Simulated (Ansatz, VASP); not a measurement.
# Two plane-wave programs on Mo2C

INCAR

```
SYSTEM = Mo2C
PREC = Accurate ; ENCUT = 600
EDIFF = 1E-7 ; ISMEAR = 0
SIGMA = 0.1 ; LREAL = .FALSE.
LASPH = .TRUE. ; NELM = 100
ALGO = Normal ; ISIF = 3
LWAVE = .FALSE. ; LCHARG = .FALSE.
GGA = CA ; IBRION = 2
NSW = 100 ; EDIFFG = -0.005
```

File KPOINTS:

```
Automatic mesh
0
G
  18 18 10
  0 0 0
```

POSCAR

```
Mo2C
1.0
    3.0181826654      0.0000000000      0.0000000000
   -1.5090913327      2.6138228615      0.0000000000
    0.0000000000      0.0000000000      4.5965537493
Mo C
2 1
Direct
    0.3333333333      0.6666666667      0.2499126639
    0.6666666667      0.3333333333      0.7500873361
    0.0000000000      0.0000000000      0.5000000000
```

Input for Ansatz:

```yaml
crystal:
  lattice:
    - [3.0181826654, 0.0, 0.0]
    - [-1.5090913327, 2.6138228615, 0.0]
    - [0.0, 0.0, 4.5965537493]
  atoms:
    - { symbol: Mo, position: [0.3333333333, 0.6666666667, 0.2499126639] }
    - { symbol: Mo, position: [0.6666666667, 0.3333333333, 0.7500873361] }
    - { symbol: C, position: [0.0, 0.0, 0.5] }
basis:
  ecutwfc: 420
kpoints:
  mp_grid: { grid: [18, 18, 10] }
hamiltonian:
  xc: lda
scf:
  occupations: { method: gaussian, width: 0.1 }
output:
  forces: true
  stress: true
  eigenvalues: true
relax:
  adjacent_minimum: "off"
  f_tol: 0.005
  max_steps: 80
  cell: { stress_tol: 0.05 }
```

Alike in both runs: task relaxation of cell and atoms; functional LDA; k mesh 18 × 18 × 10; occupations gaussian, width 0.1 eV; no spin polarisation.

|  | VASP | Ansatz |
| --- | --- | --- |
| version | VASP 6.6.1 | Ansatz 0.2.0 |
| potentials or method | VASP PAW LDA potentials, release 64 (Mo_sv, C), cutoff 600 eV | scalar-relativistic, plane waves, PAW |
| valence electrons in the cell | 32 | 32 |

VASP gave:

* gap on the k mesh at the Fermi level, each at its own relaxed structure (eV): none
* relaxed volume (Å³/atom): 12.11
* relaxed cell length with the largest relative difference (Å): 4.602

Question: Estimate Ansatz's values.

Answer: gap on the k mesh at the Fermi level, each at its own relaxed structure (eV): none; relaxed volume (Å³/atom): 12.07; relaxed cell length with the largest relative difference (Å): 4.596.

LDA's correlation is that of Perdew and Zunger in VASP and of Perdew and Wang (1992) in Ansatz. A gap of «none» marks a metal or a gap that the smearing closes.
